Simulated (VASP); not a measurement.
# ZnCd2Se3 (P3m1) in VASP: a series of runs

Runs on ZnCd2Se3. Level: PBEsol. Tasks: single point, relaxation of cell and atoms.

All numbers are computed with VASP 6.6.1; they aren't measurements. Logs are shortened: lines on timing, memory, paths and dates and some standing lists are left out, and cuts for length are marked.

**1. The cell of the first run**

Symmetry: P3m1, No. 156, trigonal system. Conventional cell: a = 4.186 Å, b = 4.186 Å, c = 10.329 Å, α = 90.00°, β = 90.00°, γ = 120.00°. Within 3.2 Å of Zn (site symmetry 3m) lie 4 Se at 2.44 to 2.52 Å. Cd (site symmetry 3m) has 4 Se at 2.60 to 2.62 Å within 3.4 Å. Cd (site symmetry 3m) has 4 Se at 2.61 to 2.63 Å within 3.4 Å. Within 3.4 Å of Se (site symmetry 3m) lie 4 Cd at 2.61 to 2.62 Å. Se (site symmetry 3m) has 3 Zn at 2.52 Å and 1 Cd at 2.63 Å within 3.3 Å. Se (site symmetry 3m) has 1 Zn at 2.44 Å and 3 Cd at 2.60 Å within 3.2 Å.

**2. Single point, PBEsol**

INCAR

```
PREC = Accurate
ENCUT = 520
EDIFF = 1E-6
ISMEAR = -1
SIGMA = 0.03
LREAL = False
LASPH = True
NELM = 60
ALGO = Normal
ISIF = 2
LWAVE = False
LCHARG = False
GGA = PS
NBANDS = 36
```

KPOINTS

```
regular mesh
0
Gamma
  6 6 2
```

POSCAR

```
ZnCd2Se3
1.0
    4.1861282427      0.0000000000      0.0000000000
   -2.0930641213      3.6252934016      0.0000000000
    0.0000000000      0.0000000000     10.3290872003
Zn Cd Se
1 2 3
Direct
    0.3333333333      0.6666666667      0.6653683186
    0.0000000000      0.0000000000      0.9948282412
    0.6666666667      0.3333333333      0.3431807683
    0.0000000000      0.0000000000      0.2481104671
    0.6666666667      0.3333333333      0.5973878209
    0.3333333333      0.6666666667      0.9011243838
```

Potentials or basis: VASP PAW PBE potentials, release 64 (Zn, Cd, Se).

On the command line:

```console
> cat potpaw_PBE.64/Zn/POTCAR potpaw_PBE.64/Cd/POTCAR potpaw_PBE.64/Se/POTCAR > POTCAR
> mpirun -np 1 vasp_std > vasp.out
```

OUTCAR:

```text
PREC = Accurate
   ENCUT = 520
   EDIFF = 1E-6
   ISMEAR = -1
   LREAL = False
   LASPH = True
   NELM = 60
   ISIF = 2
   GGA = PS

 ion  position               nearest neighbor table
   1  0.333  0.667  0.665-   6 2.44   5 2.52   5 2.52   5 2.52
   2  0.000  0.000  0.995-   6 2.60   6 2.60   6 2.60   4 2.62
   3  0.667  0.333  0.343-   4 2.61   4 2.61   4 2.61   5 2.63
   4  0.000  0.000  0.248-   3 2.61   3 2.61   3 2.61   2 2.62
   5  0.667  0.333  0.597-   1 2.52   1 2.52   1 2.52   3 2.63
   6  0.333  0.667  0.901-   1 2.44   2 2.60   2 2.60   2 2.60

  LATTYP: Found a hexagonal cell.
 ALAT       =     4.1861282427
 C/A-ratio  =     2.4674559883

  Lattice vectors:

 A1 = (   4.1861282427,   0.0000000000,   0.0000000000)
 A2 = (  -2.0930641213,   3.6252934016,   0.0000000000)
 A3 = (   0.0000000000,   0.0000000000,  10.3290872003)

Analysis of symmetry for initial positions (statically):
=====================================================================
 Subroutine PRICEL returns:
 Original cell was already a primitive cell.

 Routine SETGRP: Setting up the symmetry group for a
 hexagonal supercell.

 Subroutine GETGRP returns: Found  6 space group operations
 (whereof  6 operations were pure point group operations)
 out of a pool of 24 trial point group operations.

The static configuration has the point symmetry C_3v.

Analysis of symmetry for dynamics (positions and initial velocities):
=====================================================================
 Subroutine PRICEL returns:
 Original cell was already a primitive cell.

 Routine SETGRP: Setting up the symmetry group for a
 hexagonal supercell.

 Subroutine GETGRP returns: Found  6 space group operations
 (whereof  6 operations were pure point group operations)
 out of a pool of 24 trial point group operations.

The dynamic configuration has the point symmetry C_3v.

 Subroutine INISYM returns: Found  6 space group operations
 (whereof  6 operations are pure point group operations),
 and found     1 'primitive' translations

----------------------------------------------------------------------------------------

                                     Primitive cell

  volume of cell :     156.7536

  direct lattice vectors                    reciprocal lattice vectors
     4.186128243  0.000000000  0.000000000     0.238884225  0.137919871  0.000000000
    -2.093064121  3.625293402  0.000000000     0.000000000  0.275839743  0.000000000
     0.000000000  0.000000000 10.329087200     0.000000000  0.000000000  0.096813976

  length of vectors
     4.186128243  4.186128243 10.329087200     0.275839743  0.275839743  0.096813976

  position of ions in fractional coordinates (direct lattice)
     0.333333333  0.666666667  0.665368319
     0.000000000  0.000000000  0.994828241
     0.666666667  0.333333333  0.343180768
     0.000000000  0.000000000  0.248110467
     0.666666667  0.333333333  0.597387821
     0.333333333  0.666666667  0.901124384

  ion indices of the primitive-cell ions
   primitive index   ion index
                 1           1
                 2           2
                 3           3
                 4           4
                 5           5
                 6           6

----------------------------------------------------------------------------------------

 KPOINTS: regular mesh

Automatic generation of k-mesh.
 Grid dimensions read from file:
 generate k-points for:    6    6    2

 Generating k-lattice:

  Cartesian coordinates                     Fractional coordinates (reciprocal lattice)
     0.039814037  0.022986645  0.000000000     0.166666667 -0.000000000  0.000000000
     0.000000000  0.045973290  0.000000000     0.000000000  0.166666667  0.000000000
     0.000000000  0.000000000  0.048406988     0.000000000  0.000000000  0.500000000

  Length of vectors
     0.045973290  0.045973290  0.048406988

  Shift w.r.t. Gamma in fractional coordinates (k-lattice)
     0.000000000  0.000000000  0.000000000

 Subroutine IBZKPT returns following result:
 ===========================================

 Found     14 irreducible k-points:

 Following reciprocal coordinates:
            Coordinates               Weight
  0.000000  0.000000  0.000000      1.000000
  0.166667  0.000000  0.000000      6.000000
  0.333333  0.000000  0.000000      6.000000
  0.500000  0.000000  0.000000      3.000000
  0.166667  0.166667  0.000000      6.000000
  0.333333  0.166667  0.000000     12.000000
  0.333333  0.333333  0.000000      2.000000
  0.000000  0.000000  0.500000      1.000000
  0.166667  0.000000  0.500000      6.000000
  0.333333  0.000000  0.500000      6.000000
  0.500000  0.000000  0.500000      3.000000
  0.166667  0.166667  0.500000      6.000000
  0.333333  0.166667  0.500000     12.000000
  0.333333  0.333333  0.500000      2.000000
   k-points           NKPTS =     14   k-points in BZ     NKDIM =     14   number of bands    NBANDS=     36
   number of dos      NEDOS =    301   number of ions     NIONS =      6
   total plane-waves  NPLWV =  81920
   dimension x,y,z NGX =    32 NGY =   32 NGZ =   80
   dimension x,y,z NGXF=    64 NGYF=   64 NGZF=  160
   ions per type =               1   2   3
   NGX,Y,Z   is equivalent  to a cutoff of  12.71, 12.71, 12.88 a.u.
   NGXF,Y,Z  is equivalent  to a cutoff of  25.42, 25.42, 25.75 a.u.
 SYSTEM =  unknown system
   PREC   = accura    normal or accurate (medium, high low for compatibility)
   ISTART =      0    job   : 0-new  1-cont  2-samecut
   ICHARG =      2    charge: 1-file 2-atom 10-const
   ISPIN  =      1    spin polarized calculation?
   LNONCOLLINEAR =      F non collinear calculations
   LSORBIT =      F    spin-orbit coupling
   LASPH  =      T    aspherical Exc in radial PAW
   ENCUT  =  520.0 eV  38.22 Ry    6.18 a.u.   7.78  7.78 19.21*2*pi/ulx,y,z
   NELM   =     60;   NELMIN=  2; NELMDL= -5     # of ELM steps
   EDIFF  = 0.1E-05   stopping-criterion for ELM
   LREAL  =      F    real-space projection
   EDIFFG = 0.1E-04   stopping-criterion for IOM
   NSW    =      0    number of steps for IOM
   IBRION =     -1    ionic relax: 0-MD 1-quasi-New 2-CG
   NFREE  =      0    steps in history (QN), initial steepest desc. (CG)
   ISIF   =      2    stress and relaxation
   ISYM   =      2    0-nonsym 1-usesym 2-fastsym
   POTIM  = 0.5000    time-step for ionic-motion
   TEBEG  =    0.0;   TEEND  =   0.0 temperature during run
   PSTRESS=    0.0 pullay stress
   NELECT =      54.0000    total number of electrons
   NUPDOWN=      -1.0000    fix difference up-down
   EMIN   =  10.00;   EMAX   =-10.00  energy-range for DOS
   EFERMI =   0.00;   METHOD = LEGACY
   ISMEAR =    -1;   SIGMA  =   0.03  broadening in eV -4-tet -1-fermi 0-gaus
   EFERMI_NEDOS =   21; number of points for ismear=-14 and -15
   IALGO  =     38    algorithm
   IMIX   =      4    mixing-type and parameters
     AMIX     =   0.40;   BMIX     =  1.00
     AMIX_MAG =   1.60;   BMIX_MAG =  1.00
  volume/ion in A,a.u.               =      26.13       176.30
  Fermi-wavevector in a.u.,A,eV,Ry     =   1.147626  2.168698 17.919477  1.317044
  Thomas-Fermi vector in A             =   2.284305
   LORBIT       =      0    0 simple, 1 ext, 2 COOP (PROOUT), +10 PAW based schemes
   GGA     = PS    functional components
   LHFCALC =     F    Hartree Fock is set to
   AEXX    =    0.0000 exact exchange contribution
   IVDW    =     0    specifies the selected vdW correction
   LEPSILON=     F    determine dielectric tensor
   LRPA    =     F    only Hartree local field effects (RPA)
 non-spin polarized calculation
  energy-cutoff  :      520.00
  volume of cell :      156.75
 maximum number of plane-waves:      4242
 NGX is ok and might be reduce to    32
   NGX = 15   NGY = 15   NGZ = 39

 number of electron      54.0000014 magnetization

 Free energy of the ion-electron system (eV)
  ---------------------------------------------------
  ext. energy  EPLUGINS =         0.00000000
  ---------------------------------------------------
  free energy    TOTEN  =       -18.98369327 eV

  energy without entropy =      -18.98369087  energy(sigma->0) =      -18.98369207

 E-fermi :   1.4324     XC(G=0):  -9.2682

 val. band max:        1.1449985959   @ k =   0.0000   0.0000   0.0000
 cond. band min:       1.6985608170   @ k =   0.0000   0.0000   0.0000
 fundamental gap:      0.5535622211
 Fermi energy:         1.4323706971

 k-point     1 :       0.0000    0.0000    0.0000
  band No.  band energies     occupation
      1     -11.8215      2.00000
      2     -11.4117      2.00000
      3     -11.3385      2.00000
      4      -6.8474      2.00000
      5      -6.8474      2.00000
      6      -6.7952      2.00000
[... 28 lines left out ...]
     35       7.4339      0.00000
     36       7.4339      0.00000

 k-point     2 :       0.1667    0.0000    0.0000
  band No.  band energies     occupation
      1     -11.7087      2.00000
      2     -11.3442      2.00000
      3     -11.2788      2.00000
      4      -6.8138      2.00000
      5      -6.7937      2.00000
      6      -6.7823      2.00000
[... 28 lines left out ...]
     35       7.2665      0.00000
     36       7.4609      0.00000

 k-point     3 :       0.3333    0.0000    0.0000
  band No.  band energies     occupation
      1     -11.4514      2.00000
      2     -11.2191      2.00000
      3     -11.1632      2.00000
      4      -6.7624      2.00000
      5      -6.7589      2.00000
      6      -6.6789      2.00000
[... 28 lines left out ...]
     35       7.9456      0.00000
     36       8.1421      0.00000
[... 352 lines left out ...]
 k-point    13 :       0.3333    0.1667    0.5000
  band No.  band energies     occupation
      1     -11.2833      2.00000
      2     -11.1882      2.00000
      3     -11.1071      2.00000
      4      -6.7466      2.00000
      5      -6.7209      2.00000
      6      -6.7000      2.00000
[... 28 lines left out ...]
     35       7.9603      0.00000
     36       8.1165      0.00000

 k-point    14 :       0.3333    0.3333    0.5000
  band No.  band energies     occupation
      1     -11.1752      2.00000
      2     -11.1463      2.00000
      3     -11.1299      2.00000
      4      -6.7330      2.00000
      5      -6.7254      2.00000
      6      -6.6883      2.00000
[... 28 lines left out ...]
     35       7.7647      0.00000
     36       8.0882      0.00000

------------------------ aborting loop because EDIFF is reached ----------------------------------------

  FORCE on cell =-STRESS in cart. coord.  units (eV):
  Direction    XX          YY          ZZ          XY          YZ          ZX
  --------------------------------------------------------------------------------------
  -------------------------------------------------------------------------------------
  Total        0.3331286      0.3331286      0.3671374      0.0000000     -0.0000000     -0.0000000
  in kB        3.4049041      3.4049041      3.7525076      0.0000000     -0.0000000     -0.0000000
  external PRESSURE =       3.5207720 kB  Pullay stress =       0.0000000 kB

 VOLUME and BASIS-vectors are now :
 -----------------------------------------------------------------------------
  energy-cutoff  :      520.00
  volume of cell :      156.75
      direct lattice vectors                 reciprocal lattice vectors
     4.186128243  0.000000000  0.000000000     0.238884225  0.137919871  0.000000000
    -2.093064121  3.625293402  0.000000000     0.000000000  0.275839743  0.000000000
     0.000000000  0.000000000 10.329087200     0.000000000  0.000000000  0.096813976

 POSITION                                       TOTAL-FORCE (eV/Angst)
 -----------------------------------------------------------------------------------
     -0.00000      2.41686      6.87265         0.000000      0.000000     -0.004394
      0.00000      0.00000     10.27567        -0.000000      0.000000      0.007512
      2.09306      1.20843      3.54474         0.000000     -0.000000      0.000866
      0.00000      0.00000      2.56275        -0.000000      0.000000     -0.002936
      2.09306      1.20843      6.17047         0.000000     -0.000000      0.024872
     -0.00000      2.41686      9.30779         0.000000     -0.000000     -0.025920
 -----------------------------------------------------------------------------------
    total drift:                                0.000000     -0.000001      0.000263

  FREE ENERGIE OF THE ION-ELECTRON SYSTEM (eV)
  ---------------------------------------------------
  free  energy   TOTEN  =       -18.9836932675 eV

  energy  without entropy=      -18.9836908721  energy(sigma->0) =      -18.98369207
```

Run time: 2.2 min. Hardware: 1 thread of AMD EPYC 7R13, shared host; peak memory 0.28 GiB.

Results:

- Free energy: -18.9837 eV
- Pressure: 0.4 GPa
- Largest force: 0.026 eV/Å
- Band gap on the k mesh: 0.55 eV

Forces in eV/Å, atoms in the order of the input:
```
Zn   0.000  0.000 -0.004
Cd   0.000  0.000  0.008
Cd   0.000  0.000  0.001
Se   0.000  0.000 -0.003
Se   0.000  0.000  0.025
Se   0.000  0.000 -0.026
```

Levels at points of the mesh, in eV from the valence-band top:
```
           k point  band 24  band 25  band 26  band 27  band 28  band 29  band 30  band 31
(0.00, 0.00, 0.00)    -0.51    -0.15     0.00     0.00     0.55     2.10     2.67     5.61
(0.50, 0.00, 0.00)    -1.87    -1.76    -1.24    -1.04     2.74     3.16     3.38     3.60
(0.00, 0.00, 0.50)    -0.33    -0.33    -0.14    -0.14     1.63     2.08     2.47     5.18
(0.50, 0.00, 0.50)    -2.02    -1.59    -0.91    -0.79     2.21     3.12     3.62     4.27
```

Caveat: the PAW data sets were made with another functional, which shifts forces and pressure a little.

**3. Relaxation of cell and atoms, PBEsol**

This run uses another cell than the first one, of 24.86 Å³/atom.

INCAR

```
SYSTEM = ZnCd2Se3
PREC     = Accurate       ! precision mode
ENCUT    = 600            ! plane-wave cutoff, eV
EDIFF    = 1E-6           ! SCF threshold, eV
ISMEAR   = -1             ! smearing method
SIGMA    = 0.03           ! smearing width, eV
LREAL    = .False.        ! projectors in reciprocal space
LASPH    = .True.         ! aspherical terms in the spheres
NELM     = 60             ! most SCF steps
ALGO     = Normal         ! electronic algorithm
ISIF     = 3              ! what is computed and relaxed
LWAVE    = .False.        ! write WAVECAR
LCHARG   = .False.        ! write CHGCAR
GGA      = PS             ! functional
IBRION   = 2              ! ionic algorithm
NSW      = 100            ! ionic steps
EDIFFG   = -0.01          ! ionic threshold
```

KPOINTS

```
Automatic mesh
0
Gamma
  6 6 2
  0 0 0
```

POSCAR

```
ZnCd2Se3
1.0
    4.1384426400      0.0000000000      0.0000000000
   -2.0692213200      3.5839964600      0.0000000000
    0.0000000000      0.0000000000     10.0573786000
Zn Cd Se
1 2 3
Direct
    0.3333333300      0.6666666700      0.6641085800
    0.0000000000      0.0000000000      0.9968616400
    0.6666666700      0.3333333300      0.3376419600
    0.0000000000      0.0000000000      0.2503703200
    0.6666666700      0.3333333300      0.5920876800
    0.3333333300      0.6666666700      0.9089298200
```

Potentials or basis: VASP PAW PBE potentials, release 64 (Zn, Cd, Se).

On the command line:

```console
> cat potpaw_PBE.64/Zn/POTCAR potpaw_PBE.64/Cd/POTCAR potpaw_PBE.64/Se/POTCAR > POTCAR
> mpirun -np 1 vasp_std > vasp.out
```

It took 15 min on 1 thread of AMD EPYC 7R13, shared host; peak memory 0.34 GiB.

The run converged. Its results:

| Property | Result |
| --- | --- |
| Free energy | -18.9824 eV |
| Relaxed volume | 26.27 Å³/atom |
| Relaxed cell | a = 4.194 Å, b = 4.194 Å, c = 10.347 Å, α = 90.00°, β = 90.00°, γ = 120.00° |
| Space group after relaxing (to 0.1 Å) | P3m1 (No. 156) |
| Energy gained by relaxing | 23.6 meV/atom |
| Ionic steps | 11 |
| Pressure after relaxing | 0.0 GPa |
| Largest force after relaxing | 0.008 eV/Å |
| Band gap on the k mesh | 0.54 eV |

Forces in eV/Å, atoms in the order of the input:
```
Zn   0.000  0.000 -0.002
Cd   0.000  0.000  0.008
Cd   0.000  0.000 -0.004
Se   0.000  0.000  0.006
Se   0.000  0.000 -0.007
Se   0.000  0.000  0.000
```

The path:
| step | energy change (eV) | largest force (eV/Å) | pressure (GPa) | volume (Å³) |
| --- | --- | --- | --- | --- |
| 1 | 0.0000 | 0.6504 | 3.78 | 149.17 |
| 2 | -0.1054 | 0.2566 | -1.36 | 162.20 |
| 3 | -0.1190 | 0.3482 | -0.20 | 158.69 |
| 4 | -0.1282 | 0.2176 | -0.14 | 158.34 |
| 5 | -0.1359 | 0.2078 | 0.08 | 157.62 |
| 6 | -0.1400 | 0.1175 | -0.04 | 157.84 |
| 7 | -0.1410 | 0.0417 | -0.14 | 158.02 |
| 8 | -0.1412 | 0.0230 | 0.12 | 157.26 |
| 9 | -0.1414 | 0.0165 | 0.01 | 157.59 |
| 10 | -0.1414 | 0.0159 | 0.02 | 157.58 |
| 11 | -0.1414 | 0.0084 | 0.00 | 157.63 |

Final structure:
```
CELL_PARAMETERS angstrom
4.19411 0.00000 0.00000
-2.09706 3.63221 0.00000
0.00000 0.00000 10.34749
ATOMIC_POSITIONS crystal
Zn 0.33333 0.66667 0.66537
Cd 0.00000 0.00000 0.99462
Cd 0.66667 0.33333 0.34336
Se 0.00000 0.00000 0.24803
Se 0.66667 0.33333 0.59776
Se 0.33333 0.66667 0.90086
```

Levels at points of the mesh, in eV from the valence-band top:
```tsv
k point	band 24	band 25	band 26	band 27	band 28	band 29	band 30	band 31
(0.00, 0.00, 0.00)	-0.50	-0.15	0.00	0.00	0.54	2.09	2.66	5.61
(0.50, 0.00, 0.00)	-1.85	-1.74	-1.22	-1.03	2.74	3.17	3.37	3.59
(0.00, 0.00, 0.50)	-0.32	-0.32	-0.14	-0.14	1.61	2.07	2.46	5.17
(0.50, 0.00, 0.50)	-2.01	-1.57	-0.90	-0.78	2.20	3.12	3.63	4.26
```

Caveat: the PAW data sets were made with another functional, which shifts forces and pressure a little.
